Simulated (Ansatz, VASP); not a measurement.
**One calculation of GaSb, two programs**

```
Ga Sb
1.0
    -1.54688    2.43052    3.17124
     1.54688   -2.43052    3.17124
     1.54688    2.43052   -3.17124
Ga Sb
1 1
Direct
  0.00000 0.00000 0.00000
  0.50000 0.50000 0.00000
```

Change from the starting cell: strain +e along x and -e along y +0.0133, strain +e along z and -e/2 along x and y +0.1000.

Alike in both runs: task single point; functional PBE; k mesh 16 × 16 × 16; occupations gaussian, width 0.15 eV; no spin polarisation.

|  | VASP | Ansatz |
| --- | --- | --- |
| version | VASP 6.6.1 | Ansatz 0.2.0 |
| potentials or method | VASP PAW PBE potentials, release 64 (Ga_d, Sb), cutoff 520 eV | scalar-relativistic, plane waves, PAW |
| valence electrons in the cell | 18 | 28 |

|  | VASP | Ansatz | Ansatz less VASP |
| --- | --- | --- | --- |
| gap on the k mesh at the Fermi level (eV) | none | none | - |
| pressure (GPa) | 3.1 | 3.1 | -0.01 |
| traceless stress, the component that is largest in VASP (GPa) | -10.04 | -10.00 | +0.047 |

A gap of «none» marks a metal or a gap that the smearing closes. VASP's potentials hold 18 valence electrons a cell and Ansatz's 28, so a difference there can come from the potentials and not from the codes.

Spin-orbit coupling is off throughout.
